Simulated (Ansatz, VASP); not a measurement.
# HfSi3O2 in VASP and in Ansatz

Contents of INCAR:

```
PREC = Accurate
ENCUT = 520
EDIFF = 1E-7
ISMEAR = 0
SIGMA = 0.2
LREAL = False
LASPH = True
NELM = 100
ALGO = Normal
ISIF = 2
LWAVE = False
LCHARG = True
GGA = PE
LELF = True
LVHAR = True
NBANDS = 46
```

KPOINTS

```
regular mesh
0
Gamma
  6 6 6
```

Contents of POSCAR:

```
HfSi3O2
1.0
    3.7316525530      0.0000000000      0.0000000000
    0.0000000000      0.0000000000     -3.7331525994
   -1.8658262765     12.3805374725      0.0000000000
Hf Si O
2 6 4
Direct
    0.8413518781      0.2500000000      0.6827037561
    0.1586481219      0.7500000000      0.3172962439
    0.7500210923      0.7500000000      0.5000421846
    0.2499789077      0.2500000000      0.4999578154
    0.4509323300      0.2500000000      0.9018646601
    0.9508732386      0.7500000000      0.9017464772
    0.5490676700      0.7500000000      0.0981353399
    0.0491267614      0.2500000000      0.0982535228
    0.3801311339      0.2500000000      0.7602622678
    0.8801472167      0.7500000000      0.7602944335
    0.6198688661      0.7500000000      0.2397377322
    0.1198527833      0.2500000000      0.2397055665
```

Input for Ansatz:

```yaml
crystal:
  lattice:
    - [3.731652553, 0.0, 0.0]
    - [0.0, 0.0, -3.7331525994]
    - [-1.8658262765, 12.3805374725, 0.0]
  atoms:
    - { symbol: Hf, position: [0.8413518781, 0.25, 0.6827037561] }
    - { symbol: Hf, position: [0.1586481219, 0.75, 0.3172962439] }
    - { symbol: Si, position: [0.7500210923, 0.75, 0.5000421846] }
    - { symbol: Si, position: [0.2499789077, 0.25, 0.4999578154] }
    - { symbol: Si, position: [0.45093233, 0.25, 0.9018646601] }
    - { symbol: Si, position: [0.9508732386, 0.75, 0.9017464772] }
    - { symbol: Si, position: [0.54906767, 0.75, 0.0981353399] }
    - { symbol: Si, position: [0.0491267614, 0.25, 0.0982535228] }
    - { symbol: O, position: [0.3801311339, 0.25, 0.7602622678] }
    - { symbol: O, position: [0.8801472167, 0.75, 0.7602944335] }
    - { symbol: O, position: [0.6198688661, 0.75, 0.2397377322] }
    - { symbol: O, position: [0.1198527833, 0.25, 0.2397055665] }
basis:
  ecutwfc: 420
kpoints:
  mp_grid: { grid: [6, 6, 6] }
hamiltonian:
  xc: pbe
scf:
  occupations: { method: gaussian, width: 0.2 }
  lower_state_search: "off"
output:
  forces: true
  stress: true
  eigenvalues: true
```

Alike in both runs: task single point; functional PBE; k mesh 6 × 6 × 6; occupations gaussian, width 0.2 eV; no spin polarisation.

|  | VASP | Ansatz |
| --- | --- | --- |
| version | VASP 6.6.1 | Ansatz 0.2.0 |
| potentials or method | VASP PAW PBE potentials, release 64 (Hf_pv, Si, O), cutoff 520 eV | scalar-relativistic, plane waves, PAW |
| valence electrons in the cell | 68 | 100 |

```csv
,VASP,Ansatz,Ansatz less VASP
gap on the k mesh at the Fermi level (eV),none,none,-
pressure (GPa),-0.6,0.2,+0.80
"traceless stress, the component that is largest in VASP (GPa)",-0.47,-0.70,-0.235
rms of the force components (eV/Å),0.139,0.082,-0.0569
```

Atom by atom the forces differ by 0.068 eV/Å (rms over components). A gap of «none» marks a metal or a gap that the smearing closes. VASP's potentials hold 68 valence electrons a cell and Ansatz's 100, so a difference there can come from the potentials and not from the codes.

Spin-orbit coupling is off throughout.
